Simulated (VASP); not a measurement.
# AlN (P6_3mc) in VASP: notebook

AlN is run at these levels: PBE; tasks: single point.

Everything below comes from runs of VASP 6.6.1. Logs are shortened: lines on timing, memory, paths and dates and some standing lists are left out, and cuts for length are marked.

## 1. The cell of the first run

It takes space group P6_3mc (No. 186, hexagonal). Conventional cell: a = 2.949 Å, b = 2.949 Å, c = 4.523 Å, α = 90.00°, β = 90.00°, γ = 120.00°. Al (site symmetry 3m) has 4 N at 1.77 to 1.79 Å within 2.3 Å. N (site symmetry 3m) has 4 Al at 1.77 to 1.79 Å within 2.3 Å.

## 2. Single point, PBE (volume scaled by 0.800)

Contents of INCAR:

```
SYSTEM = AlN
PREC     = Accurate       ! precision mode
ENCUT    = 520            ! plane-wave cutoff, eV
EDIFF    = 1E-7           ! SCF threshold, eV
ISMEAR   = 0              ! smearing method
SIGMA    = 0.05           ! smearing width, eV
LREAL    = .FALSE.        ! projectors in reciprocal space
LASPH    = .TRUE.         ! aspherical terms in the spheres
NELM     = 80             ! most SCF steps
ALGO     = Normal         ! electronic algorithm
ISIF     = 2              ! what is computed and relaxed
LWAVE    = .FALSE.        ! write WAVECAR
LCHARG   = .FALSE.        ! write CHGCAR
GGA      = PE             ! functional
NBANDS   = 16             ! bands
```

Contents of KPOINTS:

```
Automatic mesh
0
G
  10 10 6
  0 0 0
```

Contents of POSCAR:

```
AlN
1.0
    2.9490933290      0.0000000000      0.0000000000
   -1.4745466645      2.5539897410      0.0000000000
    0.0000000000      0.0000000000      4.5226872199
Al N
2 2
Direct
    0.3333333333      0.6666666667     -0.0079049389
    0.6666666667      0.3333333333      0.4920950611
    0.3333333333      0.6666666667      0.3879049389
    0.6666666667      0.3333333333      0.8879049389
```

Potentials or basis: VASP PAW PBE potentials, release 64 (Al, N).

The run is started by

```bash
> cat potpaw_PBE.64/Al/POTCAR potpaw_PBE.64/N/POTCAR > POTCAR
> mpirun -np 1 vasp_std > vasp.out
```

OUTCAR:

```text
SYSTEM = AlN
   PREC = Accurate
   ENCUT = 520
   EDIFF = 1E-7
   ISMEAR = 0
   LREAL = .FALSE.
   LASPH = .TRUE.
   NELM = 80
   ISIF = 2
   GGA = PE

 ion  position               nearest neighbor table
   1  0.333  0.667  0.992-   4 1.77   4 1.77   4 1.77   3 1.79   2 2.83   2 2.83   2 2.83   2 2.83
                             2 2.83   2 2.83
   2  0.667  0.333  0.492-   3 1.77   3 1.77   3 1.77   4 1.79   1 2.83   1 2.83   1 2.83   1 2.83
                             1 2.83   1 2.83
   3  0.333  0.667  0.388-   2 1.77   2 1.77   2 1.77   1 1.79
   4  0.667  0.333  0.888-   1 1.77   1 1.77   1 1.77   2 1.79

  LATTYP: Found a hexagonal cell.
 ALAT       =     2.9490933290
 C/A-ratio  =     1.5335856534

  Lattice vectors:

 A1 = (   2.9490933290,   0.0000000000,   0.0000000000)
 A2 = (  -1.4745466645,   2.5539897410,   0.0000000000)
 A3 = (   0.0000000000,   0.0000000000,   4.5226872199)

Analysis of symmetry for initial positions (statically):
=====================================================================
 Subroutine PRICEL returns:
 Original cell was already a primitive cell.

 Routine SETGRP: Setting up the symmetry group for a
 hexagonal supercell.

 Subroutine GETGRP returns: Found 12 space group operations
 (whereof  6 operations were pure point group operations)
 out of a pool of 24 trial point group operations.

The static configuration has the point symmetry C_3v.
 The point group associated with its full space group is C_6v.

Analysis of symmetry for dynamics (positions and initial velocities):
=====================================================================
 Subroutine PRICEL returns:
 Original cell was already a primitive cell.

 Routine SETGRP: Setting up the symmetry group for a
 hexagonal supercell.

 Subroutine GETGRP returns: Found 12 space group operations
 (whereof  6 operations were pure point group operations)
 out of a pool of 24 trial point group operations.

The dynamic configuration has the point symmetry C_3v.
 The point group associated with its full space group is C_6v.

 Subroutine INISYM returns: Found 12 space group operations
 (whereof  6 operations are pure point group operations),
 and found     1 'primitive' translations

----------------------------------------------------------------------------------------

                                     Primitive cell

  volume of cell :      34.0647

  direct lattice vectors                    reciprocal lattice vectors
     2.949093329  0.000000000  0.000000000     0.339087268  0.195772125  0.000000000
    -1.474546665  2.553989741  0.000000000     0.000000000  0.391544251  0.000000000
     0.000000000  0.000000000  4.522687220     0.000000000  0.000000000  0.221107486

  length of vectors
     2.949093329  2.949093329  4.522687220     0.391544251  0.391544251  0.221107486

  position of ions in fractional coordinates (direct lattice)
     0.333333333  0.666666667  0.992095061
     0.666666667  0.333333333  0.492095061
     0.333333333  0.666666667  0.387904939
     0.666666667  0.333333333  0.887904939

  ion indices of the primitive-cell ions
   primitive index   ion index
                 1           1
                 2           2
                 3           3
                 4           4

----------------------------------------------------------------------------------------

 KPOINTS: Automatic mesh

Automatic generation of k-mesh.
 Grid dimensions read from file:
 generate k-points for:   10   10    6

 Generating k-lattice:

  Cartesian coordinates                     Fractional coordinates (reciprocal lattice)
     0.033908727  0.019577213  0.000000000     0.100000000  0.000000000  0.000000000
     0.000000000  0.039154425  0.000000000     0.000000000  0.100000000  0.000000000
     0.000000000  0.000000000  0.036851248     0.000000000  0.000000000  0.166666667

  Length of vectors
     0.039154425  0.039154425  0.036851248

  Shift w.r.t. Gamma in fractional coordinates (k-lattice)
     0.000000000  0.000000000  0.000000000

 Subroutine IBZKPT returns following result:
 ===========================================

 Found     56 irreducible k-points:

 Following reciprocal coordinates:
            Coordinates               Weight
  0.000000  0.000000  0.000000      1.000000
  0.100000 -0.000000  0.000000      6.000000
  0.200000 -0.000000  0.000000      6.000000
  0.300000  0.000000  0.000000      6.000000
  0.400000  0.000000  0.000000      6.000000
  0.500000  0.000000  0.000000      3.000000
[... 16 lines left out ...]
  0.300000  0.100000  0.166667     24.000000
  0.400000  0.100000  0.166667     24.000000
 [... further k-points ...]
   k-points           NKPTS =     56   k-points in BZ     NKDIM =     56   number of bands    NBANDS=     16
   number of dos      NEDOS =    301   number of ions     NIONS =      4
   total plane-waves  NPLWV =  20736
   dimension x,y,z NGX =    24 NGY =   24 NGZ =   36
[... 41 lines left out ...]
   AEXX    =    0.0000 exact exchange contribution
   IVDW    =     0    specifies the selected vdW correction
   LEPSILON=     F    determine dielectric tensor
   LRPA    =     F    only Hartree local field effects (RPA)
 non-spin polarized calculation
 Gauss-broadening in eV      SIGMA  =   0.05
  energy-cutoff  :      520.00
  volume of cell :       34.06
 maximum number of plane-waves:       941
 NGX is ok and might be reduce to    24
   NGX = 11   NGY = 11   NGZ = 17

 number of electron      16.0000005 magnetization

 Free energy of the ion-electron system (eV)
  ---------------------------------------------------
  ext. energy  EPLUGINS =         0.00000000
  ---------------------------------------------------
  free energy    TOTEN  =       -28.32893111 eV

  energy without entropy =      -28.32893111  energy(sigma->0) =      -28.32893111

 E-fermi :   8.9400     XC(G=0): -11.8323

 val. band max:        8.7112551532   @ k =   0.0000   0.0000   0.0000
 cond. band min:      13.8423901021   @ k =   0.3000   0.3000   0.0000
 fundamental gap:      5.1311349489
 Fermi energy:         8.9399645148

 k-point     1 :       0.0000    0.0000    0.0000
  band No.  band energies     occupation
      1      -8.2251      2.00000
      2      -5.1366      2.00000
      3       1.4820      2.00000
      4       7.0463      2.00000
      5       7.0463      2.00000
      6       7.8866      2.00000
[... 8 lines left out ...]
     15      23.1802      0.00000
     16      23.6680      0.00000

 k-point     2 :       0.1000   -0.0000    0.0000
  band No.  band energies     occupation
      1      -8.0706      2.00000
      2      -5.0556      2.00000
      3       1.6509      2.00000
      4       6.4373      2.00000
      5       6.8543      2.00000
      6       7.3694      2.00000
[... 8 lines left out ...]
     15      23.0474      0.00000
     16      23.0967      0.00000

 k-point     3 :       0.2000   -0.0000    0.0000
  band No.  band energies     occupation
      1      -7.6235      2.00000
      2      -4.8482      2.00000
      3       2.1446      2.00000
      4       5.0378      2.00000
      5       6.2648      2.00000
      6       6.4499      2.00000
[... 8 lines left out ...]
     15      22.2739      0.00000
     16      22.8483      0.00000

 k-point     4 :       0.3000    0.0000    0.0000
  band No.  band energies     occupation
      1      -6.9418      2.00000
      2      -4.6324      2.00000
      3       2.8976      2.00000
      4       3.5785      2.00000
      5       5.0871      2.00000
      6       6.0475      2.00000
[... 8 lines left out ...]
     15      22.9716      0.00000
     16      23.8112      0.00000
[... 324 lines left out ...]
 k-point    22 :       0.2000    0.1000    0.1667
  band No.  band energies     occupation
      1      -7.0749      2.00000
      2      -4.9274      2.00000
      3       2.7593      2.00000
      4       4.5297      2.00000
      5       5.1109      2.00000
      6       6.2757      2.00000
[... 8 lines left out ...]
     15      22.9319      0.00000
     16      23.7594      0.00000

 k-point    23 :       0.3000    0.1000    0.1667
  band No.  band energies     occupation
      1      -6.3505      2.00000
      2      -4.7091      2.00000
      3       2.6073      2.00000
      4       3.7576      2.00000
      5       4.6572      2.00000
      6       5.7075      2.00000
[... 8 lines left out ...]
     15      23.2090      0.00000
     16      24.8232      0.00000

 k-point    24 :       0.4000    0.1000    0.1667
  band No.  band energies     occupation
      1      -5.6860      2.00000
      2      -4.7243      2.00000
      3       2.0543      2.00000
      4       3.4138      2.00000
      5       4.7692      2.00000
      6       5.6119      2.00000
[... 8 lines left out ...]
     15      23.3693      0.00000
     16      25.5982      0.00000

 [... further k-points ...]

------------------------ aborting loop because EDIFF is reached ----------------------------------------

  FORCE on cell =-STRESS in cart. coord.  units (eV):
  Direction    XX          YY          ZZ          XY          YZ          ZX
  --------------------------------------------------------------------------------------
  -------------------------------------------------------------------------------------
  Total       13.7378779     13.7378779     13.7486549      0.0000000      0.0000000      0.0000000
  in kB      646.1390903    646.1390903    646.6459696      0.0000000      0.0000000      0.0000000
  external PRESSURE =     646.3080501 kB  Pullay stress =       0.0000000 kB

 VOLUME and BASIS-vectors are now :
 -----------------------------------------------------------------------------
  energy-cutoff  :      520.00
  volume of cell :       34.06
      direct lattice vectors                 reciprocal lattice vectors
     2.949093329  0.000000000  0.000000000     0.339087268  0.195772125  0.000000000
    -1.474546665  2.553989741  0.000000000     0.000000000  0.391544251  0.000000000
     0.000000000  0.000000000  4.522687220     0.000000000  0.000000000  0.221107486

 POSITION                                       TOTAL-FORCE (eV/Angst)
 -----------------------------------------------------------------------------------
     -0.00000      1.70266      4.48694        -0.000000      0.000000     -0.000759
      1.47455      0.85133      2.22559         0.000000     -0.000000     -0.000759
     -0.00000      1.70266      1.75437        -0.000000      0.000000      0.000759
      1.47455      0.85133      4.01572         0.000000     -0.000000      0.000759
 -----------------------------------------------------------------------------------
    total drift:                               -0.000000      0.000000      0.000583

  FREE ENERGIE OF THE ION-ELECTRON SYSTEM (eV)
  ---------------------------------------------------
  free  energy   TOTEN  =       -28.3289311093 eV

  energy  without entropy=      -28.3289311093  energy(sigma->0) =      -28.32893111
```

Wall time 19 s (1 thread of Intel Xeon Platinum 8375C at 2.90GHz (Ice Lake), shared host); peak memory 0.16 GiB.

Results:

```yaml
Free_energy: -28.3289 eV
Pressure: 64.6 GPa
Band_gap_on_the_k_mesh: 5.13 eV, indirect (least direct gap 5.72 eV)
```

Levels at points of the mesh, in eV from the valence-band top:
```tsv
k point	band 5	band 6	band 7	band 8	band 9	band 10	band 11	band 12
(0.00, 0.00, 0.00)	-1.67	-0.82	-0.82	0.00	5.72	7.78	11.79	11.79
(0.50, 0.00, 0.00)	-4.22	-3.04	-2.37	-1.16	5.98	6.27	9.52	11.49
(0.00, 0.00, 0.50)	-1.26	-1.26	-1.26	-1.26	7.82	7.82	11.89	11.89
(0.50, 0.00, 0.50)	-2.22	-2.22	-1.75	-1.75	5.82	5.82	10.14	10.14
```

 A k mesh can miss the band edges.

## 3. Single point, PBE (volume scaled by 0.880)

Contents of INCAR:

```
  ALGO = Normal
  EDIFF = 1E-6
  ENCUT = 520
  GGA = PE
  ISIF = 2
  ISMEAR = 0
  LASPH = True
  LCHARG = False
  LREAL = False
  LWAVE = False
  NBANDS = 16
  NELM = 60
  PREC = Accurate
  SIGMA = 0.05
```

Contents of KPOINTS:

```
k-points
0
Gamma
  10 10 6
```

Contents of POSCAR:

```
AlN
1.0
    3.0115042344      0.0000000000      0.0000000000
   -1.5057521172      2.6080391706      0.0000000000
    0.0000000000      0.0000000000      4.7708890422
Al N
2 2
Direct
    0.3333333333      0.6666666667     -0.0025316564
    0.6666666667      0.3333333333      0.4974683436
    0.3333333333      0.6666666667      0.3825316564
    0.6666666667      0.3333333333      0.8825316564
```

Potentials or basis: VASP PAW PBE potentials, release 64 (Al, N).

The run is started by

```bash
> cat potpaw_PBE.64/Al/POTCAR potpaw_PBE.64/N/POTCAR > POTCAR
> mpirun -np 1 vasp_std > vasp.out
```

Wall time 20 s (1 thread of Intel Xeon Platinum 8375C at 2.90GHz (Ice Lake), shared host); peak memory 0.16 GiB.

It converged, with:

| Quantity | Value |
| --- | --- |
| Free energy | -29.3324 eV |
| Pressure | 31.3 GPa |
| Band gap on the k mesh | 5.11 eV, direct |

Levels at points of the mesh, in eV from the valence-band top:
| k point | band 4 | band 5 | band 6 | band 7 | band 8 | band 9 | band 10 | band 11 | band 12 | band 13 |
| --- | --- | --- | --- | --- | --- | --- | --- | --- | --- | --- |
| (0.00, 0.00, 0.00) | -1.08 | -1.08 | -0.37 | -0.37 | 0.00 | 5.11 | 7.45 | 11.52 | 11.74 | 11.74 |
| (0.50, 0.00, 0.00) | -4.49 | -3.68 | -2.40 | -2.00 | -0.83 | 6.04 | 6.06 | 9.04 | 11.00 | 11.42 |
| (0.00, 0.00, 0.50) | -3.54 | -0.74 | -0.74 | -0.74 | -0.74 | 7.32 | 7.32 | 11.20 | 11.20 | 12.07 |
| (0.50, 0.00, 0.50) | -6.14 | -1.70 | -1.70 | -1.50 | -1.50 | 5.63 | 5.63 | 9.83 | 9.83 | 13.09 |

 A k mesh can miss the band edges.

## 4. Single point, PBE (volume scaled by 0.920)

Contents of INCAR:

```
PREC = Accurate ; ENCUT = 520
EDIFF = 1E-6 ; ISMEAR = 0
SIGMA = 0.05 ; LREAL = False
LASPH = True ; NELM = 60
ALGO = Normal ; ISIF = 2
LWAVE = False ; LCHARG = False
GGA = PE ; NBANDS = 16
```

Contents of KPOINTS:

```
Automatic mesh
0
Gamma
  10 10 6
```

Contents of POSCAR:

```
AlN
1.0
    3.0509689452      0.0000000000      0.0000000000
   -1.5254844726      2.6422166127      0.0000000000
    0.0000000000      0.0000000000      4.8595477451
Al N
2 2
Direct
    0.3333333333      0.6666666667     -0.0017129651
    0.6666666667      0.3333333333      0.4982870349
    0.3333333333      0.6666666667      0.3817129651
    0.6666666667      0.3333333333      0.8817129651
```

The run is started by

```bash
> cat potpaw_PBE.64/Al/POTCAR potpaw_PBE.64/N/POTCAR > POTCAR
> mpirun -np 1 vasp_std > vasp.out
```

Wall time 19 s (1 thread of Intel Xeon Platinum 8375C at 2.90GHz (Ice Lake), shared host); peak memory 0.16 GiB.

It converged, with:

```
Free energy            : -29.5965 eV
Pressure               : 18.7 GPa
Band gap on the k mesh : 4.74 eV, direct
```

Levels at points of the mesh, in eV from the valence-band top:
```tsv
k point	band 5	band 6	band 7	band 8	band 9	band 10	band 11	band 12
(0.00, 0.00, 0.00)	-0.98	-0.30	-0.30	0.00	4.74	7.14	11.14	11.52
(0.50, 0.00, 0.00)	-3.53	-2.26	-1.90	-0.76	5.95	5.97	8.70	10.71
(0.00, 0.00, 0.50)	-0.65	-0.65	-0.65	-0.65	6.98	6.98	10.84	10.84
(0.50, 0.00, 0.50)	-1.59	-1.59	-1.44	-1.44	5.51	5.51	9.61	9.61
```

## 5. Single point, PBE (volume scaled by 0.960)

Contents of INCAR:

```
SYSTEM = AlN
PREC = Accurate
ENCUT = 520
EDIFF = 1E-6
ISMEAR = 0
SIGMA = 0.05
LREAL = .FALSE.
LASPH = .TRUE.
NELM = 100
ALGO = Normal
ISIF = 2
LWAVE = .FALSE.
LCHARG = .FALSE.
GGA = PE
NBANDS = 16
```

Contents of KPOINTS:

```
Automatic mesh
0
G
  10 10 6
  0 0 0
```

Contents of POSCAR:

```
AlN
1.0
    3.0907414281      0.0000000000      0.0000000000
   -1.5453707141      2.6766605933      0.0000000000
    0.0000000000      0.0000000000      4.9411664790
Al N
2 2
Direct
    0.3333333333      0.6666666667     -0.0011045629
    0.6666666667      0.3333333333      0.4988954371
    0.3333333333      0.6666666667      0.3811045629
    0.6666666667      0.3333333333      0.8811045629
```

The run is started by

```bash
> cat potpaw_PBE.64/Al/POTCAR potpaw_PBE.64/N/POTCAR > POTCAR
> mpirun -np 1 vasp_std > vasp.out
```

Wall time 22 s (1 thread of Intel Xeon Platinum 8375C at 2.90GHz (Ice Lake), shared host); peak memory 0.17 GiB.

The run converged. Its results:

```
Free energy            : -29.7386 eV
Pressure               : 8.3 GPa
Largest force          : 0.007 eV/Å
Band gap on the k mesh : 4.39 eV, direct
```

Forces on the atoms (eV/Å):
```
Al   0.000  0.000 -0.007
Al   0.000  0.000 -0.007
N    0.000  0.000  0.007
N    0.000  0.000  0.007
```

Stress tensor (GPa, compression positive):
```
8.23 0.00 0.00
0.00 8.23 0.00
0.00 0.00 8.37
```

Levels at points of the mesh, in eV from the valence-band top:
| k point | band 4 | band 5 | band 6 | band 7 | band 8 | band 9 | band 10 | band 11 | band 12 | band 13 |
| --- | --- | --- | --- | --- | --- | --- | --- | --- | --- | --- |
| (0.00, 0.00, 0.00) | -0.90 | -0.90 | -0.24 | -0.24 | 0.00 | 4.39 | 6.82 | 10.79 | 11.28 | 11.28 |
| (0.50, 0.00, 0.00) | -4.23 | -3.41 | -2.14 | -1.82 | -0.71 | 5.85 | 5.87 | 8.36 | 10.42 | 11.02 |
| (0.00, 0.00, 0.50) | -3.37 | -0.58 | -0.58 | -0.58 | -0.58 | 6.64 | 6.64 | 10.49 | 10.49 | 11.60 |
| (0.50, 0.00, 0.50) | -5.70 | -1.51 | -1.51 | -1.39 | -1.39 | 5.38 | 5.38 | 9.38 | 9.38 | 12.06 |

 A k mesh can miss the band edges.

## 6. The runs side by side

```tsv
cell	gap on the mesh (eV)	pressure (GPa)
a = 2.949, b = 2.949, c = 4.523 Å, angles 90.0, 90.0, 120.0°, 4 atoms	5.13	64.6
a = 3.012, b = 3.012, c = 4.771 Å, angles 90.0, 90.0, 120.0°, 4 atoms	5.11	31.3
a = 3.051, b = 3.051, c = 4.860 Å, angles 90.0, 90.0, 120.0°, 4 atoms	4.74	18.7
a = 3.091, b = 3.091, c = 4.941 Å, angles 90.0, 90.0, 120.0°, 4 atoms	4.39	8.3
```

Alike in all rows: task single point; level PBE; potentials or basis VASP PAW PBE potentials, release 64 (Al, N); no spin polarisation; k mesh 10 × 10 × 6; cutoff (eV) 520; smearing gaussian 0.05 eV.

Absolute energies hang on the potentials; compare differences alone.
